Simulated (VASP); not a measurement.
# MgI2 (P-3m1) in VASP: a series of runs

MgI2 is run at these levels: PBE, PBEsol, RPBE, LDA; tasks: relaxation of cell and atoms, single point.

Program: VASP 6.6.1. These are calculated values, not measurements. Logs are shortened: lines on timing, memory, paths and dates and some standing lists are left out, and cuts for length are marked.

## Step 1: The cell of the first run

The structure is trigonal, space group P-3m1 (No. 164). The conventional cell has a = 4.140 Å, b = 4.140 Å, c = 6.880 Å, α = 90.00°, β = 90.00°, γ = 120.00°. Within 3.9 Å of I (site symmetry 3m) lie 3 Mg at 2.94 Å. Mg (site symmetry -3m) has 6 I at 2.94 Å within 3.9 Å.

## Step 2: Relaxation of cell and atoms, PBE

INCAR

```
PREC     = Accurate       # precision mode
ENCUT    = 600            # plane-wave cutoff, eV
EDIFF    = 1E-6           # SCF threshold, eV
ISMEAR   = -1             # smearing method
SIGMA    = 0.05           # smearing width, eV
LREAL    = F              # projectors in reciprocal space
LASPH    = T              # aspherical terms in the spheres
NELM     = 100            # most SCF steps
ALGO     = Normal         # electronic algorithm
ISIF     = 3              # what is computed and relaxed
LWAVE    = F              # write WAVECAR
LCHARG   = F              # write CHGCAR
GGA      = PE             # functional
IBRION   = 2              # ionic algorithm
NSW      = 60             # ionic steps
EDIFFG   = -0.01          # ionic threshold
```

KPOINTS

```
Automatic mesh
0
Gamma
  8 8 4
```

POSCAR

```
MgI2
1.0
    4.1400000000      0.0000000000      0.0000000000
   -2.0700000000      3.5853451717      0.0000000000
    0.0000000000      0.0000000000      6.8800000000
I Mg
2 1
Direct
    0.6666666667      0.3333333333      0.7500000000
    0.3333333333      0.6666666667      0.2500000000
    0.0000000000      0.0000000000      0.0000000000
```

Potentials or basis: VASP PAW PBE potentials, release 64 (I, Mg).

Launch:

```console
$ cat potpaw_PBE.64/I/POTCAR potpaw_PBE.64/Mg/POTCAR > POTCAR
$ mpirun -np 1 vasp_std > vasp.out
```

OUTCAR:

```text
PREC = Accurate
   ENCUT = 600
   EDIFF = 1E-6
   ISMEAR = -1
   LREAL = F
   LASPH = T
   NELM = 100
   ISIF = 3
   GGA = PE
   IBRION = 2
   NSW = 60
   EDIFFG = -0.01

 ion  position               nearest neighbor table
   1  0.667  0.333  0.750-   3 2.94   3 2.94   3 2.94
   2  0.333  0.667  0.250-   3 2.94   3 2.94   3 2.94
   3  0.000  0.000  0.000-   1 2.94   2 2.94   1 2.94   2 2.94   1 2.94   2 2.94

  LATTYP: Found a hexagonal cell.
 ALAT       =     4.1400000000
 C/A-ratio  =     1.6618357488

  Lattice vectors:

 A1 = (   4.1400000000,   0.0000000000,   0.0000000000)
 A2 = (  -2.0700000000,   3.5853451717,   0.0000000000)
 A3 = (   0.0000000000,   0.0000000000,   6.8800000000)

Analysis of symmetry for initial positions (statically):
=====================================================================
 Subroutine PRICEL returns:
 Original cell was already a primitive cell.

 Routine SETGRP: Setting up the symmetry group for a
 hexagonal supercell.

 Subroutine GETGRP returns: Found 12 space group operations
 (whereof 12 operations were pure point group operations)
 out of a pool of 24 trial point group operations.

The static configuration has the point symmetry D_3d.

Analysis of symmetry for dynamics (positions and initial velocities):
=====================================================================
 Subroutine PRICEL returns:
 Original cell was already a primitive cell.

 Routine SETGRP: Setting up the symmetry group for a
 hexagonal supercell.

 Subroutine GETGRP returns: Found 12 space group operations
 (whereof 12 operations were pure point group operations)
 out of a pool of 24 trial point group operations.

The dynamic configuration has the point symmetry D_3d.

 Subroutine INISYM returns: Found 12 space group operations
 (whereof 12 operations are pure point group operations),
 and found     1 'primitive' translations

----------------------------------------------------------------------------------------

                                     Primitive cell

  volume of cell :     102.1221

  direct lattice vectors                    reciprocal lattice vectors
     4.140000000  0.000000000  0.000000000     0.241545894  0.139456587  0.000000000
    -2.070000000  3.585345172  0.000000000     0.000000000  0.278913174  0.000000000
     0.000000000  0.000000000  6.880000000     0.000000000  0.000000000  0.145348837

  length of vectors
     4.140000000  4.140000000  6.880000000     0.278913174  0.278913174  0.145348837

  position of ions in fractional coordinates (direct lattice)
     0.666666667  0.333333333  0.750000000
     0.333333333  0.666666667  0.250000000
     0.000000000  0.000000000  0.000000000

  ion indices of the primitive-cell ions
   primitive index   ion index
                 1           1
                 2           2
                 3           3

----------------------------------------------------------------------------------------

 KPOINTS: Automatic mesh

Automatic generation of k-mesh.
 Grid dimensions read from file:
 generate k-points for:    8    8    4

 Generating k-lattice:

  Cartesian coordinates                     Fractional coordinates (reciprocal lattice)
     0.030193237  0.017432073  0.000000000     0.125000000 -0.000000000  0.000000000
     0.000000000  0.034864147  0.000000000     0.000000000  0.125000000  0.000000000
     0.000000000  0.000000000  0.036337209     0.000000000  0.000000000  0.250000000

  Length of vectors
     0.034864147  0.034864147  0.036337209

  Shift w.r.t. Gamma in fractional coordinates (k-lattice)
     0.000000000  0.000000000  0.000000000

 Subroutine IBZKPT returns following result:
 ===========================================

 Found     35 irreducible k-points:

 Following reciprocal coordinates:
            Coordinates               Weight
  0.000000  0.000000  0.000000      1.000000
  0.125000 -0.000000  0.000000      6.000000
  0.250000 -0.000000  0.000000      6.000000
  0.375000 -0.000000  0.000000      6.000000
  0.500000 -0.000000  0.000000      3.000000
  0.125000  0.125000  0.000000      6.000000
[... 16 lines left out ...]
 -0.125000  0.500000  0.250000     12.000000
  0.250000  0.250000  0.250000     12.000000
 [... further k-points ...]
   k-points           NKPTS =     35   k-points in BZ     NKDIM =     35   number of bands    NBANDS=     12
   number of dos      NEDOS =    301   number of ions     NIONS =      3
   total plane-waves  NPLWV =  72576
   dimension x,y,z NGX =    36 NGY =   36 NGZ =   56
   dimension x,y,z NGXF=    72 NGYF=   72 NGZF=  112
   ions per type =               2   1
   NGX,Y,Z   is equivalent  to a cutoff of  14.46, 14.46, 13.53 a.u.
   NGXF,Y,Z  is equivalent  to a cutoff of  28.91, 28.91, 27.06 a.u.
 SYSTEM =  unknown system
   PREC   = accura    normal or accurate (medium, high low for compatibility)
   ISTART =      0    job   : 0-new  1-cont  2-samecut
   ICHARG =      2    charge: 1-file 2-atom 10-const
   ISPIN  =      1    spin polarized calculation?
   LNONCOLLINEAR =      F non collinear calculations
   LSORBIT =      F    spin-orbit coupling
   LASPH  =      T    aspherical Exc in radial PAW
   ENCUT  =  600.0 eV  44.10 Ry    6.64 a.u.   8.27  8.27 13.74*2*pi/ulx,y,z
   NELM   =    100;   NELMIN=  2; NELMDL= -5     # of ELM steps
   EDIFF  = 0.1E-05   stopping-criterion for ELM
   LREAL  =      F    real-space projection
   EDIFFG = -.1E-01   stopping-criterion for IOM
   NSW    =     60    number of steps for IOM
   IBRION =      2    ionic relax: 0-MD 1-quasi-New 2-CG
   NFREE  =      1    steps in history (QN), initial steepest desc. (CG)
   ISIF   =      3    stress and relaxation
   ISYM   =      2    0-nonsym 1-usesym 2-fastsym
   POTIM  = 0.5000    time-step for ionic-motion
   TEBEG  =    0.0;   TEEND  =   0.0 temperature during run
   PSTRESS=    0.0 pullay stress
   NELECT =      16.0000    total number of electrons
   NUPDOWN=      -1.0000    fix difference up-down
   EMIN   =  10.00;   EMAX   =-10.00  energy-range for DOS
   EFERMI =   0.00;   METHOD = LEGACY
   ISMEAR =    -1;   SIGMA  =   0.05  broadening in eV -4-tet -1-fermi 0-gaus
   EFERMI_NEDOS =   21; number of points for ismear=-14 and -15
   IALGO  =     38    algorithm
   IMIX   =      4    mixing-type and parameters
     AMIX     =   0.40;   BMIX     =  1.00
     AMIX_MAG =   1.60;   BMIX_MAG =  1.00
  volume/ion in A,a.u.               =      34.04       229.72
  Fermi-wavevector in a.u.,A,eV,Ry     =   0.882555  1.667786 10.597613  0.778903
  Thomas-Fermi vector in A             =   2.003202
   LORBIT       =      0    0 simple, 1 ext, 2 COOP (PROOUT), +10 PAW based schemes
   GGA     = PE    functional components
   LHFCALC =     F    Hartree Fock is set to
   AEXX    =    0.0000 exact exchange contribution
   IVDW    =     0    specifies the selected vdW correction
   LEPSILON=     F    determine dielectric tensor
   LRPA    =     F    only Hartree local field effects (RPA)
 conjugate gradient relaxation of ions
 non-spin polarized calculation
  energy-cutoff  :      600.00
  volume of cell :      102.12
 maximum number of plane-waves:      3436
 NGX is ok and might be reduce to    36
   NGX = 17   NGY = 17   NGZ = 27

--------------------------------------- Ionic step        1  -------------------------------------------

 number of electron      16.0000000 magnetization

 Free energy of the ion-electron system (eV)
  ---------------------------------------------------
  ext. energy  EPLUGINS =         0.00000000
  ---------------------------------------------------
  free energy    TOTEN  =        -7.68196308 eV

  energy without entropy =       -7.68196308  energy(sigma->0) =       -7.68196308

------------------------ aborting loop because EDIFF is reached ----------------------------------------

  FORCE on cell =-STRESS in cart. coord.  units (eV):
  Direction    XX          YY          ZZ          XY          YZ          ZX
  --------------------------------------------------------------------------------------
  -------------------------------------------------------------------------------------
  Total        0.4911989      0.4911989      0.1376061     -0.0000000     -0.0000000     -0.0000000
  in kB        7.7063411      7.7063411      2.1588808     -0.0000000     -0.0000000     -0.0000000
  external PRESSURE =       5.8571877 kB  Pullay stress =       0.0000000 kB
[... 92 lines left out ...]
  FREE ENERGIE OF THE ION-ELECTRON SYSTEM (eV)
  ---------------------------------------------------
  free  energy   TOTEN  =        -7.7018608331 eV

  energy  without entropy=       -7.7018608330  energy(sigma->0) =       -7.70186083

[... ionic steps 4 to 9 ...]

--------------------------------------- Ionic step       10  -------------------------------------------

 number of electron      16.0000000 magnetization

------------------------ aborting loop because EDIFF is reached ----------------------------------------

  FORCE on cell =-STRESS in cart. coord.  units (eV):
  Direction    XX          YY          ZZ          XY          YZ          ZX
  --------------------------------------------------------------------------------------
  -------------------------------------------------------------------------------------
  Total       -0.0082789     -0.0082789     -0.1186501     -0.0000000      0.0000000      0.0000000
  in kB       -0.1119175     -0.1119175     -1.6039678     -0.0000000      0.0000000      0.0000000
  external PRESSURE =      -0.6092676 kB  Pullay stress =       0.0000000 kB
[... 59 lines left out ...]
  energy  without entropy=       -7.7390418088  energy(sigma->0) =       -7.73904181

--------------------------------------- Ionic step       12  -------------------------------------------

 number of electron      15.9999999 magnetization

 Free energy of the ion-electron system (eV)
  ---------------------------------------------------
  ext. energy  EPLUGINS =         0.00000000
  ---------------------------------------------------
  free energy    TOTEN  =        -7.73919125 eV

  energy without entropy =       -7.73919125  energy(sigma->0) =       -7.73919125

 E-fermi :   2.0892     XC(G=0):  -7.4839

 val. band max:        0.9973217001   @ k =   0.0000   0.0000   0.0000
 cond. band min:       4.6061693991   @ k =   0.5000  -0.0000   0.5000
 fundamental gap:      3.6088476990
 Fermi energy:         2.0891578485

 k-point     1 :       0.0000    0.0000    0.0000
  band No.  band energies     occupation
      1     -10.7633      2.00000
      2     -10.2222      2.00000
      3      -2.0151      2.00000
      4       0.7087      2.00000
      5       0.7087      2.00000
      6       0.7334      2.00000
      7       0.9973      2.00000
      8       0.9973      2.00000
      9       4.7083      0.00000
     10       5.8953      0.00000
     11       7.6956      0.00000
     12       7.6956      0.00000
[... 331 lines left out ...]
 k-point    24 :       0.2500    0.2500    0.2500
  band No.  band energies     occupation
      1     -10.1538      2.00000
      2      -9.9791      2.00000
      3      -2.0321      2.00000
      4      -1.4206      2.00000
      5      -0.9462      2.00000
      6      -0.3369      2.00000
      7       0.0625      2.00000
      8       0.5473      2.00000
      9       5.4805      0.00000
     10       7.0312      0.00000
     11       7.8992      0.00000
     12       8.2959      0.00000

 [... further k-points ...]
[... 5 lines left out ...]
  --------------------------------------------------------------------------------------
  -------------------------------------------------------------------------------------
  Total       -0.0063274     -0.0063274      0.0151205      0.0000000     -0.0000000     -0.0000000
  in kB       -0.0854793     -0.0854793      0.2042685      0.0000000     -0.0000000     -0.0000000
  external PRESSURE =       0.0111033 kB  Pullay stress =       0.0000000 kB
[... 18 lines left out ...]
  FREE ENERGIE OF THE ION-ELECTRON SYSTEM (eV)
  ---------------------------------------------------
  free  energy   TOTEN  =        -7.7391912494 eV

  energy  without entropy=       -7.7391912493  energy(sigma->0) =       -7.73919125

 reached required accuracy - stopping structural energy minimisation
```

It took 3.7 min on 1 thread of AMD EPYC 9R45 (Zen 5), shared host; peak memory 0.27 GiB.

Results:

| Property | Result |
| --- | --- |
| Free energy | -7.7392 eV |
| Relaxed volume | 39.53 Å³/atom |
| Relaxed cell | a = 4.204 Å, b = 4.204 Å, c = 7.748 Å, α = 90.00°, β = 90.00°, γ = 120.00° |
| Space group after relaxing (to 0.05 Å) | P-3m1 (No. 164) |
| Energy gained by relaxing | 19.1 meV/atom |
| Ionic steps | 12 |
| Pressure after relaxing | 0.0 GPa |
| Band gap on the k mesh | 3.61 eV, indirect (least direct gap 3.71 eV) |

Forces on the atoms (eV/Å):
```
I    0.000  0.000  0.003
I    0.000  0.000 -0.003
Mg   0.000  0.000  0.000
```

The path:
```csv
step,energy change (eV),largest force (eV/Å),pressure (GPa),volume (Å³)
1,0.0000,0.2553,0.59,102.12
2,-0.0117,0.2512,0.20,103.97
3,-0.0199,0.2462,-0.43,107.45
4,-0.0285,0.1331,-0.13,107.41
5,-0.0319,0.0014,0.23,107.36
6,-0.0381,0.0021,0.18,108.35
7,-0.0500,0.0011,0.11,111.31
8,-0.0560,0.0139,0.16,117.08
9,-0.0554,0.0787,-0.34,120.43
10,-0.0568,0.0414,-0.06,118.52
11,-0.0571,0.0216,0.04,118.65
12,-0.0572,0.0029,0.00,118.60
```

Final structure:
```
CELL_PARAMETERS angstrom
4.20422 0.00000 0.00000
-2.10211 3.64096 0.00000
0.00000 0.00000 7.74771
ATOMIC_POSITIONS crystal
I 0.66667 0.33333 0.78418
I 0.33333 0.66667 0.21582
Mg 0.00000 0.00000 0.00000
```

Levels at points of the mesh, in eV from the valence-band top:
```csv
k point,band 5,band 6,band 7,band 8,band 9,band 10,band 11,band 12
"(0.00, 0.00, 0.00)",-0.29,-0.26,0.00,0.00,3.71,4.90,6.70,6.70
"(0.50, 0.00, 0.00)",-1.39,-1.15,-0.64,-0.39,3.67,5.44,5.78,7.26
"(0.00, 0.00, 0.50)",-0.27,-0.27,-0.02,-0.02,4.38,4.89,6.65,6.65
"(0.50, 0.00, 0.50)",-1.16,-1.11,-0.63,-0.44,3.61,5.43,5.76,6.31
```

Caveat: the volume moved by over 15 % at a fixed basis, so the end points are rough; spin-orbit coupling is left out, which moves the levels of the heavy elements; this functional lacks dispersion, which binds the layers, so the pressure and a relaxed spacing across them are unreliable; the volume moved by +16 % from the deposited cell, more than functionals usually miss. Zero-point motion and thermal expansion aren't in these numbers.

## Step 3: Relaxation of cell and atoms, PBEsol

INCAR

```
SYSTEM = MgI2
ALGO = Normal
EDIFF = 1E-7
EDIFFG = -0.01
ENCUT = 600
GGA = PS
IBRION = 2
ISIF = 3
ISMEAR = -1
LASPH = .TRUE.
LCHARG = .FALSE.
LREAL = .FALSE.
LWAVE = .FALSE.
NELM = 80
NSW = 60
PREC = Accurate
SIGMA = 0.05
```

KPOINTS

```
k-points
0
G
  8 8 4
  0 0 0
```

POSCAR is that of step 2.

Potentials or basis: VASP PAW PBE potentials, release 64 (I, Mg).

Launch:

```console
$ cat potpaw_PBE.64/I/POTCAR potpaw_PBE.64/Mg/POTCAR > POTCAR
$ mpirun -np 1 vasp_std > vasp.out
```

Wall time 4.2 min (1 thread of AMD EPYC 9R45 (Zen 5), shared host); peak memory 0.27 GiB.

It converged, with:

```yaml
Free_energy: -8.4235 eV
Relaxed_volume: 34.53 Å³/atom
Relaxed_cell: a = 4.127 Å, b = 4.127 Å, c = 7.024 Å, α = 90.00°, β = 90.00°, γ = 120.00°
Space_group_after_relaxing_to_0.05_Å: P-3m1 (No. 164)
Energy_gained_by_relaxing: 6.5 meV/atom
Ionic_steps: 13
Pressure_after_relaxing: 0.0 GPa
Largest_force_after_relaxing: 0.007 eV/Å
Band_gap_on_the_k_mesh: 3.53 eV, indirect (least direct gap 3.69 eV)
```

Forces in eV/Å, atoms in the order of the input:
```
I    0.000  0.000  0.007
I    0.000  0.000 -0.007
Mg   0.000  0.000  0.000
```

The path:
```
step  energy change (eV)  largest force (eV/Å)  pressure (GPa)  volume (Å³)
   1              0.0000                0.2998           -0.84       102.12
   2             -0.0122                0.0985            0.15        99.49
   3             -0.0123                0.0922            0.17        99.41
   4             -0.0136                0.0772            0.14        99.79
   5             -0.0154                0.0408            0.04       100.71
   6             -0.0156                0.0261            0.01       101.09
   7             -0.0168                0.0212            0.00       101.45
   8             -0.0190                0.0095            0.02       102.50
   9             -0.0186                0.0077            0.10       104.56
  10             -0.0194                0.0024            0.06       103.49
  11             -0.0195                0.0015            0.05       103.36
  12             -0.0193                0.0247           -0.13       104.12
  13             -0.0195                0.0068            0.00       103.60
```

Final structure:
```
I Mg
1.0
     4.12689    0.00000    0.00000
    -2.06344    3.57399    0.00000
     0.00000    0.00000    7.02410
I Mg
2 1
Direct
  0.66667 0.33333 0.76219
  0.33333 0.66667 0.23781
  0.00000 0.00000 0.00000
```

Levels at points of the mesh, in eV from the valence-band top:
```
           k point  band 4  band 5  band 6  band 7  band 8  band 9  band 10  band 11  band 12
(0.00, 0.00, 0.00)   -0.36   -0.36   -0.07    0.00    0.00    3.69     4.75     6.73     6.73
(0.50, 0.00, 0.00)   -2.89   -1.81   -1.31   -0.87   -0.43    3.63     5.27     5.45     7.03
(0.00, 0.00, 0.50)   -1.39   -0.29   -0.29   -0.08   -0.08    4.65     4.82     6.59     6.59
(0.50, 0.00, 0.50)   -3.20   -1.18   -1.18   -0.79   -0.62    3.54     5.15     5.55     6.02
```

Caveat: the PAW data sets were made with another functional, which shifts forces and pressure a little; spin-orbit coupling is left out, which moves the levels of the heavy elements; this functional lacks dispersion, which binds the layers, so the pressure and a relaxed spacing across them are unreliable.

(Part 1 of 2 ends here.)
